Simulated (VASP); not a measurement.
# BaF2 (Fm-3m) in VASP: further runs

BaF2 is run at these levels: PBE; tasks: electric field gradients.

All numbers are computed with VASP 6.6.1; they aren't measurements. Logs are shortened: lines on timing, memory, paths and dates and some standing lists are left out, and cuts for length are marked.

## (1) The cell of the first run

Symmetry: Fm-3m, No. 225, cubic system. Conventional cell: a = 6.200 Å, b = 6.200 Å, c = 6.200 Å, α = 90.00°, β = 90.00°, γ = 90.00°. Within 3.5 Å of Ba (site symmetry m-3m) lie 8 F at 2.68 Å. F (site symmetry -43m) has 4 Ba at 2.68 Å and 6 F at 3.10 Å within 3.5 Å.

## (2) Electric field gradients, PBE

Contents of INCAR:

```
SYSTEM = BaF2
  PREC = Accurate
  ENCUT = 520
  EDIFF = 1E-8
  ISMEAR = -1
  SIGMA = 0.01
  LREAL = .FALSE.
  LASPH = .TRUE.
  NELM = 120
  ALGO = Normal
  ISIF = 2
  LWAVE = .FALSE.
  LCHARG = .FALSE.
  GGA = PE
  LEFG = .TRUE.
  NBANDS = 19
  GGA_COMPAT = .FALSE.
```

Contents of KPOINTS:

```
regular mesh
0
G
  8 8 8
  0 0 0
```

Contents of POSCAR:

```
BaF2
1.0
    0.0000000000      3.1000500000      3.1000500000
    3.1000500000      0.0000000000      3.1000500000
    3.1000500000      3.1000500000      0.0000000000
Ba F
1 2
Direct
    0.0000000000      0.0000000000      0.0000000000
    0.2500000000      0.2500000000      0.2500000000
    0.7500000000      0.7500000000      0.7500000000
```

Potentials or basis: VASP PAW PBE potentials, release 64 (Ba_sv, F).

Launch:

```sh
$ cat potpaw_PBE.64/Ba_sv/POTCAR potpaw_PBE.64/F/POTCAR > POTCAR
$ mpirun -np 1 vasp_std > vasp.out
```

OUTCAR:

```text
SYSTEM = BaF2
   PREC = Accurate
   ENCUT = 520
   EDIFF = 1E-8
   ISMEAR = -1
   LREAL = .FALSE.
   LASPH = .TRUE.
   NELM = 120
   ISIF = 2
   GGA = PE

 ion  position               nearest neighbor table
   1  0.000  0.000  0.000-   3 2.68   3 2.68   2 2.68   3 2.68   2 2.68   2 2.68   3 2.68   2 2.68

   2  0.250  0.250  0.250-   1 2.68   1 2.68   1 2.68   1 2.68
   3  0.750  0.750  0.750-   1 2.68   1 2.68   1 2.68   1 2.68

  LATTYP: Found a face centered cubic cell.
 ALAT       =     6.2001000000

  Lattice vectors:

 A1 = (   0.0000000000,   3.1000500000,   3.1000500000)
 A2 = (   3.1000500000,   0.0000000000,   3.1000500000)
 A3 = (   3.1000500000,   3.1000500000,   0.0000000000)

Analysis of symmetry for initial positions (statically):
=====================================================================
 Subroutine PRICEL returns:
 Original cell was already a primitive cell.

 Routine SETGRP: Setting up the symmetry group for a
 face centered cubic supercell.

 Subroutine GETGRP returns: Found 48 space group operations
 (whereof 48 operations were pure point group operations)
 out of a pool of 48 trial point group operations.

The static configuration has the point symmetry O_h .

Analysis of symmetry for dynamics (positions and initial velocities):
=====================================================================
 Subroutine PRICEL returns:
 Original cell was already a primitive cell.

 Routine SETGRP: Setting up the symmetry group for a
 face centered cubic supercell.

 Subroutine GETGRP returns: Found 48 space group operations
 (whereof 48 operations were pure point group operations)
 out of a pool of 48 trial point group operations.

The dynamic configuration has the point symmetry O_h .

 Subroutine INISYM returns: Found 48 space group operations
 (whereof 48 operations are pure point group operations),
 and found     1 'primitive' translations

----------------------------------------------------------------------------------------

                                     Primitive cell

  volume of cell :      59.5849

  direct lattice vectors                    reciprocal lattice vectors
     0.000000000  3.100050000  3.100050000    -0.161287721  0.161287721  0.161287721
     3.100050000  0.000000000  3.100050000     0.161287721 -0.161287721  0.161287721
     3.100050000  3.100050000  0.000000000     0.161287721  0.161287721 -0.161287721

  length of vectors
     4.384132754  4.384132754  4.384132754     0.279358528  0.279358528  0.279358528

  position of ions in fractional coordinates (direct lattice)
     0.000000000  0.000000000  0.000000000
     0.250000000  0.250000000  0.250000000
     0.750000000  0.750000000  0.750000000

  ion indices of the primitive-cell ions
   primitive index   ion index
                 1           1
                 2           2
                 3           3

----------------------------------------------------------------------------------------

 KPOINTS: regular mesh

Automatic generation of k-mesh.
 Grid dimensions read from file:
 generate k-points for:    8    8    8

 Generating k-lattice:

  Cartesian coordinates                     Fractional coordinates (reciprocal lattice)
    -0.020160965  0.020160965  0.020160965     0.125000000  0.000000000  0.000000000
     0.020160965 -0.020160965  0.020160965     0.000000000  0.125000000  0.000000000
     0.020160965  0.020160965 -0.020160965     0.000000000  0.000000000  0.125000000

  Length of vectors
     0.034919816  0.034919816  0.034919816

  Shift w.r.t. Gamma in fractional coordinates (k-lattice)
     0.000000000  0.000000000  0.000000000

 Subroutine IBZKPT returns following result:
 ===========================================

 Found     29 irreducible k-points:

 Following reciprocal coordinates:
            Coordinates               Weight
  0.000000  0.000000  0.000000      1.000000
  0.125000  0.000000  0.000000      8.000000
  0.250000  0.000000  0.000000      8.000000
  0.375000  0.000000  0.000000      8.000000
  0.500000  0.000000  0.000000      4.000000
  0.125000  0.125000  0.000000      6.000000
[... 16 lines left out ...]
  0.500000  0.250000  0.125000     48.000000
 -0.375000  0.250000  0.125000     24.000000
 [... further k-points ...]
   k-points           NKPTS =     29   k-points in BZ     NKDIM =     29   number of bands    NBANDS=     19
   number of dos      NEDOS =    301   number of ions     NIONS =      3
   total plane-waves  NPLWV =  46656
   dimension x,y,z NGX =    36 NGY =   36 NGZ =   36
   dimension x,y,z NGXF=    72 NGYF=   72 NGZF=   72
   ions per type =               1   2
   NGX,Y,Z   is equivalent  to a cutoff of  13.65, 13.65, 13.65 a.u.
   NGXF,Y,Z  is equivalent  to a cutoff of  27.30, 27.30, 27.30 a.u.
 SYSTEM =  BaF2
   PREC   = accura    normal or accurate (medium, high low for compatibility)
   ISTART =      0    job   : 0-new  1-cont  2-samecut
   ICHARG =      2    charge: 1-file 2-atom 10-const
   ISPIN  =      1    spin polarized calculation?
   LNONCOLLINEAR =      F non collinear calculations
   LSORBIT =      F    spin-orbit coupling
   LASPH  =      T    aspherical Exc in radial PAW
   ENCUT  =  520.0 eV  38.22 Ry    6.18 a.u.   8.15  8.15  8.15*2*pi/ulx,y,z
   NELM   =    120;   NELMIN=  2; NELMDL= -5     # of ELM steps
   EDIFF  = 0.1E-07   stopping-criterion for ELM
   LREAL  =      F    real-space projection
   EDIFFG = 0.1E-06   stopping-criterion for IOM
   NSW    =      0    number of steps for IOM
   IBRION =     -1    ionic relax: 0-MD 1-quasi-New 2-CG
   NFREE  =      0    steps in history (QN), initial steepest desc. (CG)
   ISIF   =      2    stress and relaxation
   ISYM   =      2    0-nonsym 1-usesym 2-fastsym
   POTIM  = 0.5000    time-step for ionic-motion
   TEBEG  =    0.0;   TEEND  =   0.0 temperature during run
   PSTRESS=    0.0 pullay stress
   NELECT =      24.0000    total number of electrons
   NUPDOWN=      -1.0000    fix difference up-down
   EMIN   =  10.00;   EMAX   =-10.00  energy-range for DOS
   EFERMI =   0.00;   METHOD = LEGACY
   ISMEAR =    -1;   SIGMA  =   0.01  broadening in eV -4-tet -1-fermi 0-gaus
   EFERMI_NEDOS =   21; number of points for ismear=-14 and -15
   IALGO  =     38    algorithm
   IMIX   =      4    mixing-type and parameters
     AMIX     =   0.40;   BMIX     =  1.00
     AMIX_MAG =   1.60;   BMIX_MAG =  1.00
  volume/ion in A,a.u.               =      19.86       134.03
  Fermi-wavevector in a.u.,A,eV,Ry     =   1.209019  2.284715 19.888011  1.461728
  Thomas-Fermi vector in A             =   2.344609
   LORBIT       =      0    0 simple, 1 ext, 2 COOP (PROOUT), +10 PAW based schemes
   GGA     = PE    functional components
[... 5 lines left out ...]
 non-spin polarized calculation
  energy-cutoff  :      520.00
  volume of cell :       59.58
 maximum number of plane-waves:      1639
 NGX is ok and might be reduce to    36
   NGX = 17   NGY = 17   NGZ = 17

 number of electron      24.0000002 magnetization

 Free energy of the ion-electron system (eV)
  ---------------------------------------------------
  ext. energy  EPLUGINS =         0.00000000
  ---------------------------------------------------
  free energy    TOTEN  =       -17.10877538 eV

  energy without entropy =      -17.10877538  energy(sigma->0) =      -17.10877538

 E-fermi :  -1.7630     XC(G=0):  -8.7009

 val. band max:       -2.0704349841   @ k =  -0.2500   0.2500   0.0000
 cond. band min:       4.6911970886   @ k =   0.0000   0.0000   0.0000
 fundamental gap:      6.7616320727
 Fermi energy:        -1.7630082398

 k-point     1 :       0.0000    0.0000    0.0000
  band No.  band energies     occupation
      1     -25.1712      2.00000
      2     -21.0038      2.00000
      3     -20.9548      2.00000
      4     -10.0075      2.00000
      5     -10.0075      2.00000
      6     -10.0075      2.00000
[... 11 lines left out ...]
     18       9.3149      0.00000
     19      13.3727      0.00000

 k-point     2 :       0.1250    0.0000    0.0000
  band No.  band energies     occupation
      1     -25.1419      2.00000
      2     -21.0184      2.00000
      3     -20.9911      2.00000
      4     -10.0357      2.00000
      5     -10.0318      2.00000
      6     -10.0318      2.00000
[... 11 lines left out ...]
     18       9.3287      0.00000
     19      12.7035      0.00000

 k-point     3 :       0.2500    0.0000    0.0000
  band No.  band energies     occupation
      1     -25.0687      2.00000
      2     -21.0986      2.00000
      3     -21.0392      2.00000
      4     -10.0968      2.00000
      5     -10.0887      2.00000
      6     -10.0887      2.00000
[... 11 lines left out ...]
     18       9.3785      0.00000
     19      11.6895      0.00000

 k-point     4 :       0.3750    0.0000    0.0000
  band No.  band energies     occupation
      1     -24.9915      2.00000
      2     -21.2014      2.00000
      3     -21.0690      2.00000
      4     -10.1493      2.00000
      5     -10.1436      2.00000
      6     -10.1436      2.00000
[... 11 lines left out ...]
     18       9.4591      0.00000
     19      11.4778      0.00000

 k-point     5 :       0.5000    0.0000    0.0000
  band No.  band energies     occupation
      1     -24.9582      2.00000
      2     -21.2460      2.00000
      3     -21.0809      2.00000
      4     -10.1688      2.00000
      5     -10.1657      2.00000
      6     -10.1657      2.00000
[... 11 lines left out ...]
     18       9.5049      0.00000
     19      11.8236      0.00000
[... 334 lines left out ...]
      2     -21.3208      2.00000
      3     -21.1268      2.00000
      4     -10.3979      2.00000
      5     -10.3979      2.00000
      6      -9.8470      2.00000
[... 11 lines left out ...]
     18      10.8313      0.00000
     19      12.8139      0.00000

 k-point    22 :       0.3750    0.2500    0.1250
  band No.  band energies     occupation
      1     -25.0122      2.00000
      2     -21.1449      2.00000
      3     -21.0896      2.00000
      4     -10.2028      2.00000
      5     -10.1935      2.00000
      6     -10.0043      2.00000
[... 11 lines left out ...]
     18       9.7248      0.00000
     19      12.3104      0.00000

 k-point    23 :       0.5000    0.2500    0.1250
  band No.  band energies     occupation
      1     -24.9485      2.00000
      2     -21.2083      2.00000
      3     -21.1345      2.00000
      4     -10.2677      2.00000
      5     -10.1960      2.00000
      6     -10.0666      2.00000
[... 11 lines left out ...]
     18      10.2074      0.00000
     19      11.9791      0.00000

 k-point    24 :      -0.3750    0.2500    0.1250
  band No.  band energies     occupation
      1     -24.9213      2.00000
      2     -21.2359      2.00000
      3     -21.1528      2.00000
      4     -10.2937      2.00000
      5     -10.1447      2.00000
      6     -10.1441      2.00000
[... 11 lines left out ...]
     18      10.5138      0.00000
     19      11.8427      0.00000

 [... further k-points ...]

------------------------ aborting loop because EDIFF is reached ----------------------------------------

  FORCE on cell =-STRESS in cart. coord.  units (eV):
  Direction    XX          YY          ZZ          XY          YZ          ZX
  --------------------------------------------------------------------------------------
  -------------------------------------------------------------------------------------
  Total        0.8768467      0.8768467      0.8768467      0.0000000     -0.0000000     -0.0000000
  in kB       23.5775219     23.5775219     23.5775219      0.0000000     -0.0000000     -0.0000000
  external PRESSURE =      23.5775219 kB  Pullay stress =       0.0000000 kB

 VOLUME and BASIS-vectors are now :
 -----------------------------------------------------------------------------
  energy-cutoff  :      520.00
  volume of cell :       59.58
      direct lattice vectors                 reciprocal lattice vectors
     0.000000000  3.100050000  3.100050000    -0.161287721  0.161287721  0.161287721
     3.100050000  0.000000000  3.100050000     0.161287721 -0.161287721  0.161287721
     3.100050000  3.100050000  0.000000000     0.161287721  0.161287721 -0.161287721

 POSITION                                       TOTAL-FORCE (eV/Angst)
 -----------------------------------------------------------------------------------
      0.00000      0.00000      0.00000        -0.000000      0.000000     -0.000000
      1.55002      1.55002      1.55002         0.000000      0.000000     -0.000000
      4.65008      4.65008      4.65008         0.000000     -0.000000      0.000000
 -----------------------------------------------------------------------------------
    total drift:                                0.000000      0.000000      0.000000

  FREE ENERGIE OF THE ION-ELECTRON SYSTEM (eV)
  ---------------------------------------------------
  free  energy   TOTEN  =       -17.1087753775 eV

  energy  without entropy=      -17.1087753775  energy(sigma->0) =      -17.10877538

 Electric field gradients (V/A^2)
---------------------------------------------------------------------
 ion       V_xx      V_yy      V_zz      V_xy      V_xz      V_yz
---------------------------------------------------------------------
   1      -0.000     0.000    -0.000     0.000     0.000     0.000
   2       0.000     0.000    -0.000    -0.004    -0.004    -0.004
   3       0.000     0.000    -0.000    -0.004    -0.004    -0.004
---------------------------------------------------------------------

 Electric field gradients after diagonalization (V/A^2)
 (convention: |V_zz| > |V_xx| > |V_yy|)
----------------------------------------------------------------------
 ion       V_xx      V_yy      V_zz     asymmetry (V_yy - V_xx)/ V_zz
----------------------------------------------------------------------
   1      -0.000    -0.000     0.000       0.000
   2       0.004     0.004    -0.007       0.000
   3       0.004     0.004    -0.007       0.000
----------------------------------------------------------------------

           NMR quadrupolar parameters

 Cq : quadrupolar parameter    Cq=e*Q*V_zz/h
 eta: asymmetry parameters     (V_yy - V_xx)/ V_zz
 Q  : nuclear electric quadrupole moment in mb (millibarn)
----------------------------------------------------------------------
 ion       Cq(MHz)       eta       Q (mb)
----------------------------------------------------------------------
   1       0.000       0.000       1.000
   2      -0.000       0.000       1.000
   3      -0.000       0.000       1.000
----------------------------------------------------------------------
```

It took 25 s on 1 thread of Intel Xeon Platinum 8488C (Sapphire Rapids), shared host; peak memory 0.21 GiB.

What came out:

| Property | Result |
| --- | --- |
| Free energy | -17.1088 eV |
| Pressure | 2.4 GPa |
| Band gap on the k mesh | 6.76 eV (least direct gap 6.84 eV) |
| Largest electric field gradient by atom | zero within the noise of the run |

Levels at points of the mesh, in eV from the valence-band top:
| k point | band 10 | band 11 | band 12 | band 13 | band 14 | band 15 |
| --- | --- | --- | --- | --- | --- | --- |
| (0.00, 0.00, 0.00) | -0.08 | -0.08 | -0.08 | 6.76 | 9.18 | 9.18 |
| (0.50, 0.00, 0.00) | -0.35 | -0.17 | -0.17 | 9.10 | 9.17 | 9.17 |
| (0.50, 0.50, 0.00) | -0.33 | -0.33 | -0.13 | 7.24 | 9.00 | 10.66 |

Caveat: spin-orbit coupling is left out, which moves the levels of the heavy elements.

## (3) Electric field gradients, PBE

Contents of INCAR:

```
PREC = Accurate ; ENCUT = 520
EDIFF = 1E-8 ; ISMEAR = -1
SIGMA = 0.01 ; LREAL = False
LASPH = True ; NELM = 120
ALGO = Normal ; ISIF = 2
LWAVE = False ; LCHARG = False
GGA = PE ; LEFG = True
NBANDS = 19 ; GGA_COMPAT = False
```

Contents of KPOINTS:

```
Automatic mesh
0
Gamma
  8 8 8
```

POSCAR is that of step 2.

Potentials or basis: VASP PAW PBE potentials, release 64 (Ba_sv, F).

Launch:

```sh
$ cat potpaw_PBE.64/Ba_sv/POTCAR potpaw_PBE.64/F/POTCAR > POTCAR
$ mpirun -np 1 vasp_std > vasp.out
```

OUTCAR:

```text
PREC = Accurate
   ENCUT = 520
   EDIFF = 1E-8
   ISMEAR = -1
   LREAL = False
   LASPH = True
   NELM = 120
   ISIF = 2
   GGA = PE

 ion  position               nearest neighbor table
   1  0.000  0.000  0.000-   3 2.68   3 2.68   2 2.68   3 2.68   2 2.68   2 2.68   3 2.68   2 2.68

   2  0.250  0.250  0.250-   1 2.68   1 2.68   1 2.68   1 2.68
   3  0.750  0.750  0.750-   1 2.68   1 2.68   1 2.68   1 2.68

  LATTYP: Found a face centered cubic cell.
 ALAT       =     6.2001000000

  Lattice vectors:

 A1 = (   0.0000000000,   3.1000500000,   3.1000500000)
[... 746 lines left out ...]

  energy  without entropy=      -17.1087753775  energy(sigma->0) =      -17.10877538

 Electric field gradients (V/A^2)
---------------------------------------------------------------------
 ion       V_xx      V_yy      V_zz      V_xy      V_xz      V_yz
---------------------------------------------------------------------
   1      -0.000     0.000    -0.000     0.000     0.000     0.000
   2       0.000     0.000    -0.000    -0.004    -0.004    -0.004
   3       0.000     0.000    -0.000    -0.004    -0.004    -0.004
---------------------------------------------------------------------

 Electric field gradients after diagonalization (V/A^2)
 (convention: |V_zz| > |V_xx| > |V_yy|)
----------------------------------------------------------------------
 ion       V_xx      V_yy      V_zz     asymmetry (V_yy - V_xx)/ V_zz
----------------------------------------------------------------------
   1      -0.000    -0.000     0.000       0.000
   2       0.004     0.004    -0.007       0.000
   3       0.004     0.004    -0.007       0.000
----------------------------------------------------------------------

           NMR quadrupolar parameters

 Cq : quadrupolar parameter    Cq=e*Q*V_zz/h
 eta: asymmetry parameters     (V_yy - V_xx)/ V_zz
 Q  : nuclear electric quadrupole moment in mb (millibarn)
----------------------------------------------------------------------
 ion       Cq(MHz)       eta       Q (mb)
----------------------------------------------------------------------
   1       0.000       0.000       1.000
   2      -0.000       0.000       1.000
   3      -0.000       0.000       1.000
----------------------------------------------------------------------
```

stdout:

```text
POSCAR found type information on POSCAR BaF
 POSCAR found :  2 types and       3 ions
 scaLAPACK will be used
 LDA part: xc-table for (Slater+PW92), standard interpolation
 POSCAR, INCAR and KPOINTS ok, starting setup
 FFT: planning ... GRIDC
 FFT: planning ... GRID_SOFT
 FFT: planning ... GRID
 WAVECAR not read
 entering main loop
ion   1

ion   2

ion   3
```

Run time: 24 s. Hardware: 1 thread of Intel Xeon Platinum 8488C (Sapphire Rapids), shared host; peak memory 0.21 GiB.

What came out:

* Free energy: -17.1088 eV
* Pressure: 2.4 GPa
* Band gap on the k mesh: 6.76 eV (least direct gap 6.84 eV)
* Largest electric field gradient by atom: zero within the noise of the run

Caveat: spin-orbit coupling is left out, which moves the levels of the heavy elements. A k mesh can miss the band edges.
